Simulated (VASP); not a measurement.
NaCaNbSnO6, 10 atoms in the cell. Symmetry: F-43m, No. 216, cubic system. Conventional cell: a = 8.076 Å, b = 8.076 Å, c = 8.076 Å, α = 90.00°, β = 90.00°, γ = 90.00°. Within 3.8 Å of Na (site symmetry -43m) lie 12 O at 2.86 Å and 4 Nb at 3.50 Å and 4 Sn at 3.50 Å. Within 3.8 Å of Ca (site symmetry -43m) lie 12 O at 2.86 Å and 4 Nb at 3.50 Å and 4 Sn at 3.50 Å. Within 2.6 Å of Nb (site symmetry -43m) lie 6 O at 1.99 Å. Within 2.7 Å of Sn (site symmetry -43m) lie 6 O at 2.05 Å. Within 2.6 Å of O (site symmetry 2mm) lie 1 Nb at 1.99 Å and 1 Sn at 2.05 Å. 

```yaml
Program: VASP 6.6.1
Task: single point
Functional: PBE
Potentials_or_basis: VASP PAW PBE potentials, release 64 (Na_sv, Ca_sv, Nb_sv, Sn_d, O)
Cutoff: 970 eV
k_mesh: 6 × 6 × 6
Occupations: gaussian, width 0.05 eV
Spin: no spin polarisation
Dipole_correction: no
Mended: yes
Further_INCAR_settings: ALGO = Normal; EDIFF = 1e-06; NBANDS = 52
```

Potentials or basis: VASP PAW PBE potentials, release 64 (Na_sv, Ca_sv, Nb_sv, Sn_d, O).

Run with:

```bash
$ cat potpaw_PBE.64/Na_sv/POTCAR potpaw_PBE.64/Ca_sv/POTCAR potpaw_PBE.64/Nb_sv/POTCAR potpaw_PBE.64/Sn_d/POTCAR potpaw_PBE.64/O/POTCAR > POTCAR
$ mpirun -np 1 vasp_std > vasp.out
```

Hardware: 1 thread of AMD EPYC 7R43 64-Core Processor (Zen 3), on a shared host.

Estimate the wall time of this run.

It took 13 min on 1 thread of AMD EPYC 7R43 64-Core Processor (Zen 3), on a shared host, peak memory 0.61 GiB. Counts: scf iterations 15, k points 16.
